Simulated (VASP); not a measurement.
# Lu (P6_3/mmc) in VASP: single point with revPBE

Aim: the single point of Lu with revPBE.

All numbers are computed with VASP 6.6.1; they aren't measurements. Logs are shortened: lines on timing, memory, paths and dates and some standing lists are left out, and cuts for length are marked.

### Step 1. The cell of the first run

The structure is hexagonal, space group P6_3/mmc (No. 194). The conventional cell has a = 3.503 Å, b = 3.503 Å, c = 5.551 Å, α = 90.00°, β = 90.00°, γ = 120.00°. Lu (site symmetry -6m2) has 12 Lu at 3.43 to 3.50 Å within 4.5 Å.

### Step 2. Single point, revPBE

Contents of INCAR:

```
ALGO = Normal
EDIFF = 1E-6
ENCUT = 600
GGA = RE
GGA_COMPAT = F
ISIF = 2
ISMEAR = 1
LASPH = T
LCHARG = F
LREAL = F
LWAVE = F
NBANDS = 214
NELM = 120
PREC = Accurate
SIGMA = 0.05
```

Contents of KPOINTS:

```
k-points
0
Gamma
  2 2 2
```

Contents of POSCAR:

```
Lu
1.0
    7.0061999977      0.0000000000      0.0000000000
   -3.5030999988      6.0675471820      0.0000000000
    0.0000000000      0.0000000000     11.1018000000
Lu
16
Direct
    0.1666666667      0.3333333333      0.1250000000
    0.3333333333      0.1666666667      0.3750000000
    0.1666666667      0.3333333333      0.6250000000
    0.3333333333      0.1666666667      0.8750000000
    0.1666666667      0.8333333333      0.1250000000
    0.3333333333      0.6666666667      0.3750000000
    0.1666666667      0.8333333333      0.6250000000
    0.3333333333      0.6666666667      0.8750000000
    0.6666666667      0.3333333333      0.1250000000
    0.8333333333      0.1666666667      0.3750000000
    0.6666666667      0.3333333333      0.6250000000
    0.8333333333      0.1666666667      0.8750000000
    0.6666666667      0.8333333333      0.1250000000
    0.8333333333      0.6666666667      0.3750000000
    0.6666666667      0.8333333333      0.6250000000
    0.8333333333      0.6666666667      0.8750000000
```

Potentials or basis: VASP PAW PBE potentials, release 64 (Lu).

Started as:

```sh
$ cat potpaw_PBE.64/Lu/POTCAR > POTCAR
$ mpirun -np 1 vasp_std > vasp.out
```

OUTCAR:

```text
EDIFF = 1E-6
   ENCUT = 600
   GGA = RE
   ISIF = 2
   ISMEAR = 1
   LASPH = T
   LREAL = F
   NELM = 120
   PREC = Accurate

 ion  position               nearest neighbor table
   1  0.167  0.333  0.125-   2 3.43   4 3.43   6 3.43   8 3.43  10 3.43  12 3.43   5 3.50   5 3.50
                             9 3.50   9 3.50  13 3.50  13 3.50
   2  0.333  0.167  0.375-   1 3.43   3 3.43   5 3.43   7 3.43   9 3.43  11 3.43   6 3.50   6 3.50
                            10 3.50  10 3.50  14 3.50  14 3.50
   3  0.167  0.333  0.625-   2 3.43   4 3.43   6 3.43   8 3.43  10 3.43  12 3.43   7 3.50   7 3.50
                            11 3.50  11 3.50  15 3.50  15 3.50
   4  0.333  0.167  0.875-   1 3.43   3 3.43   5 3.43   7 3.43   9 3.43  11 3.43   8 3.50   8 3.50
                            12 3.50  12 3.50  16 3.50  16 3.50
   5  0.167  0.833  0.125-   6 3.43   8 3.43   2 3.43   4 3.43  14 3.43  16 3.43   1 3.50   1 3.50
                            13 3.50  13 3.50   9 3.50   9 3.50
   6  0.333  0.667  0.375-   5 3.43   7 3.43   1 3.43   3 3.43  13 3.43  15 3.43   2 3.50   2 3.50
                            14 3.50  14 3.50  10 3.50  10 3.50
   7  0.167  0.833  0.625-   6 3.43   8 3.43   2 3.43   4 3.43  14 3.43  16 3.43   3 3.50   3 3.50
                            15 3.50  15 3.50  11 3.50  11 3.50
   8  0.333  0.667  0.875-   5 3.43   7 3.43   1 3.43   3 3.43  13 3.43  15 3.43   4 3.50   4 3.50
                            16 3.50  16 3.50  12 3.50  12 3.50
   9  0.667  0.333  0.125-  10 3.43  12 3.43  14 3.43  16 3.43   2 3.43   4 3.43  13 3.50  13 3.50
                             1 3.50   1 3.50   5 3.50   5 3.50
  10  0.833  0.167  0.375-   9 3.43  11 3.43  13 3.43  15 3.43   1 3.43   3 3.43  14 3.50  14 3.50
                             2 3.50   2 3.50   6 3.50   6 3.50
  11  0.667  0.333  0.625-  10 3.43  12 3.43  14 3.43  16 3.43   2 3.43   4 3.43  15 3.50  15 3.50
                             3 3.50   3 3.50   7 3.50   7 3.50
[... 15 lines left out ...]
  Lattice vectors:

 A1 = (   7.0061999977,   0.0000000000,   0.0000000000)
 A2 = (  -3.5030999988,   6.0675471820,   0.0000000000)
 A3 = (   0.0000000000,   0.0000000000,  11.1018000000)

Analysis of symmetry for initial positions (statically):
=====================================================================
 Subroutine PRICEL returns following result:

  LATTYP: Found a hexagonal cell.
 ALAT       =     3.5030999988
 C/A-ratio  =     1.5845679546

  Lattice vectors:

 A1 = (   3.5030999988,   0.0000000000,   0.0000000000)
 A2 = (  -1.7515499994,   3.0337735910,   0.0000000000)
 A3 = (   0.0000000000,   0.0000000000,   5.5509000000)

   8 primitive cells build up your supercell.

 Routine SETGRP: Setting up the symmetry group for a
 hexagonal supercell.

 Subroutine GETGRP returns: Found 24 space group operations
 (whereof 12 operations were pure point group operations)
 out of a pool of 24 trial point group operations.

The static configuration has the point symmetry D_3d.
 The point group associated with its full space group is D_6h.

Analysis of symmetry for dynamics (positions and initial velocities):
=====================================================================
 Subroutine PRICEL returns following result:

  LATTYP: Found a hexagonal cell.
 ALAT       =     3.5030999988
 C/A-ratio  =     1.5845679546

  Lattice vectors:

 A1 = (   3.5030999988,   0.0000000000,   0.0000000000)
 A2 = (  -1.7515499994,   3.0337735910,   0.0000000000)
 A3 = (   0.0000000000,   0.0000000000,   5.5509000000)

   8 primitive cells build up your supercell.

 Routine SETGRP: Setting up the symmetry group for a
 hexagonal supercell.

 Subroutine GETGRP returns: Found 24 space group operations
 (whereof 12 operations were pure point group operations)
 out of a pool of 24 trial point group operations.

The dynamic configuration has the point symmetry D_3d.
 The point group associated with its full space group is D_6h.

 Subroutine INISYM returns: Found 24 space group operations
 (whereof 12 operations are pure point group operations),
 and found     8 'primitive' translations

----------------------------------------------------------------------------------------

                                     Primitive cell

  volume of cell :      58.9928

  direct lattice vectors                    reciprocal lattice vectors
     3.503099999  0.000000000  0.000000000     0.285461449  0.164811244  0.000000000
    -1.751549999  3.033773591  0.000000000     0.000000000  0.329622488  0.000000000
     0.000000000  0.000000000  5.550900000     0.000000000  0.000000000  0.180150967

  length of vectors
     3.503099999  3.503099999  5.550900000     0.329622488  0.329622488  0.180150967

  position of ions in fractional coordinates (direct lattice)
     0.333333333  0.666666667  0.250000000
     0.666666667  0.333333333  0.750000000

  ion indices of the primitive-cell ions
   primitive index   ion index
                 1           1
                 2           2

----------------------------------------------------------------------------------------

 KPOINTS: k-points

Automatic generation of k-mesh.
 Grid dimensions read from file:
 generate k-points for:    2    2    2

 Generating k-lattice:

  Cartesian coordinates                     Fractional coordinates (reciprocal lattice)
     0.071365362  0.041202811  0.000000000     0.500000000  0.000000000  0.000000000
     0.000000000  0.082405622  0.000000000     0.000000000  0.500000000  0.000000000
     0.000000000  0.000000000  0.045037742     0.000000000  0.000000000  0.500000000

  Length of vectors
     0.082405622  0.082405622  0.045037742

  Shift w.r.t. Gamma in fractional coordinates (k-lattice)
     0.000000000  0.000000000  0.000000000

 Subroutine IBZKPT returns following result:
 ===========================================

 Found      4 irreducible k-points:

 Following reciprocal coordinates:
            Coordinates               Weight
  0.000000  0.000000  0.000000      1.000000
  0.500000 -0.000000  0.000000      3.000000
  0.000000  0.000000  0.500000      1.000000
  0.500000 -0.000000  0.500000      3.000000
   k-points           NKPTS =      4   k-points in BZ     NKDIM =      4   number of bands    NBANDS=    214
   number of dos      NEDOS =    301   number of ions     NIONS =     16
   total plane-waves  NPLWV = 282240
   dimension x,y,z NGX =    56 NGY =   56 NGZ =   90
   dimension x,y,z NGXF=   112 NGYF=  112 NGZF=  180
   ions per type =              16
   NGX,Y,Z   is equivalent  to a cutoff of  13.29, 13.29, 13.48 a.u.
   NGXF,Y,Z  is equivalent  to a cutoff of  26.58, 26.58, 26.95 a.u.
 SYSTEM =  unknown system
   PREC   = accura    normal or accurate (medium, high low for compatibility)
   ISTART =      0    job   : 0-new  1-cont  2-samecut
   ICHARG =      2    charge: 1-file 2-atom 10-const
   ISPIN  =      1    spin polarized calculation?
   LNONCOLLINEAR =      F non collinear calculations
   LSORBIT =      F    spin-orbit coupling
   LASPH  =      T    aspherical Exc in radial PAW
   ENCUT  =  600.0 eV  44.10 Ry    6.64 a.u.  13.99 13.99 22.17*2*pi/ulx,y,z
   NELM   =    120;   NELMIN=  2; NELMDL= -5     # of ELM steps
   EDIFF  = 0.1E-05   stopping-criterion for ELM
   LREAL  =      F    real-space projection
   EDIFFG = 0.1E-04   stopping-criterion for IOM
   NSW    =      0    number of steps for IOM
   IBRION =     -1    ionic relax: 0-MD 1-quasi-New 2-CG
   NFREE  =      0    steps in history (QN), initial steepest desc. (CG)
   ISIF   =      2    stress and relaxation
   ISYM   =      2    0-nonsym 1-usesym 2-fastsym
   POTIM  = 0.5000    time-step for ionic-motion
   TEBEG  =    0.0;   TEEND  =   0.0 temperature during run
   PSTRESS=    0.0 pullay stress
   NELECT =     400.0000    total number of electrons
   NUPDOWN=      -1.0000    fix difference up-down
   EMIN   =  10.00;   EMAX   =-10.00  energy-range for DOS
   EFERMI =   0.00;   METHOD = LEGACY
   ISMEAR =     1;   SIGMA  =   0.05  broadening in eV -4-tet -1-fermi 0-gaus
   EFERMI_NEDOS =   21; number of points for ismear=-14 and -15
   IALGO  =     38    algorithm
   IMIX   =      4    mixing-type and parameters
     AMIX     =   0.40;   BMIX     =  1.00
     AMIX_MAG =   1.60;   BMIX_MAG =  1.00
  volume/ion in A,a.u.               =      29.50       199.05
  Fermi-wavevector in a.u.,A,eV,Ry     =   1.549287  2.927727 32.657919  2.400289
  Thomas-Fermi vector in A             =   2.654115
   LORBIT       =      0    0 simple, 1 ext, 2 COOP (PROOUT), +10 PAW based schemes
   GGA     = RE    functional components
   LHFCALC =     F    Hartree Fock is set to
   AEXX    =    0.0000 exact exchange contribution
   IVDW    =     0    specifies the selected vdW correction
   LEPSILON=     F    determine dielectric tensor
   LRPA    =     F    only Hartree local field effects (RPA)
 non-spin polarized calculation
 Methfessel and Paxton  Order N= 1 SIGMA  =   0.05
  energy-cutoff  :      600.00
  volume of cell :      471.94
 maximum number of plane-waves:     15748
 NGX is ok and might be reduce to    56
   NGX = 27   NGY = 27   NGZ = 45

 number of electron     400.0000060 magnetization

 Free energy of the ion-electron system (eV)
  ---------------------------------------------------
  ext. energy  EPLUGINS =         0.00000000
  ---------------------------------------------------
  free energy    TOTEN  =       -67.82193121 eV

  energy without entropy =      -67.78748515  energy(sigma->0) =      -67.81044919

 E-fermi :   2.1667     XC(G=0): -10.4936

 val. band max:        2.1639448661   @ k =   0.5000  -0.0000   0.5000
 cond. band min:       2.3249311689   @ k =   0.0000   0.0000   0.0000
 fundamental gap:      0.1609863028
 Fermi energy:         2.1667071272

 k-point     1 :       0.0000    0.0000    0.0000
  band No.  band energies     occupation
      1     -54.0111      2.00000
      2     -53.9954      2.00000
      3     -53.9954      2.00000
      4     -53.9847      2.00000
      5     -53.9847      2.00000
      6     -53.9847      2.00000
[... 849 lines left out ...]
    211       3.4097      0.00000
    212       3.4227      0.00000
 [bands above 212 left out]

------------------------ aborting loop because EDIFF is reached ----------------------------------------

  FORCE on cell =-STRESS in cart. coord.  units (eV):
  Direction    XX          YY          ZZ          XY          YZ          ZX
  --------------------------------------------------------------------------------------
  -------------------------------------------------------------------------------------
  Total        3.7413956      3.7413956      4.4891238      0.0000000      0.0000000     -0.0000000
  in kB       12.7015031     12.7015031     15.2399335      0.0000000      0.0000000     -0.0000000
  external PRESSURE =      13.5476466 kB  Pullay stress =       0.0000000 kB

 VOLUME and BASIS-vectors are now :
 -----------------------------------------------------------------------------
  energy-cutoff  :      600.00
  volume of cell :      471.94
      direct lattice vectors                 reciprocal lattice vectors
     7.006199998  0.000000000  0.000000000     0.142730724  0.082405622  0.000000000
    -3.503099999  6.067547182  0.000000000     0.000000000  0.164811244  0.000000000
     0.000000000  0.000000000 11.101800000     0.000000000  0.000000000  0.090075483

 POSITION                                       TOTAL-FORCE (eV/Angst)
 -----------------------------------------------------------------------------------
      0.00000      2.02252      1.38773        -0.000000      0.000000      0.000000
      1.75155      1.01126      4.16318        -0.000000     -0.000000     -0.000000
      0.00000      2.02252      6.93863         0.000000     -0.000000      0.000000
      1.75155      1.01126      9.71408         0.000000      0.000000      0.000000
     -1.75155      5.05629      1.38773        -0.000000      0.000000     -0.000000
     -0.00000      4.04503      4.16318         0.000000     -0.000000      0.000000
[... 8 lines left out ...]
      1.75155      5.05629      6.93863         0.000000     -0.000000     -0.000000
      3.50310      4.04503      9.71408         0.000000      0.000000     -0.000000
 -----------------------------------------------------------------------------------
    total drift:                               -0.000002      0.000001     -0.000000

  FREE ENERGIE OF THE ION-ELECTRON SYSTEM (eV)
  ---------------------------------------------------
  free  energy   TOTEN  =       -67.8219312141 eV

  energy  without entropy=      -67.7874851522  energy(sigma->0) =      -67.81044919
```

Run time: 14 min. Hardware: 1 thread of AMD EPYC 7R43 (Zen 3), shared host; peak memory 0.69 GiB.

What came out:

```yaml
Free_energy: -67.8219 eV
Pressure: 1.4 GPa
Band_gap_on_the_k_mesh: zero (bands 200 and 201 overlap by 0.36 eV)
```

Stress tensor (GPa, compression positive):
```
1.27 0.00 0.00
0.00 1.27 0.00
0.00 0.00 1.52
```

Caveat: the k points lie up to 0.52 Å⁻¹ apart; the PAW data sets were made with another functional, which shifts forces and pressure a little; spin-orbit coupling is left out, which moves the levels of the heavy elements.
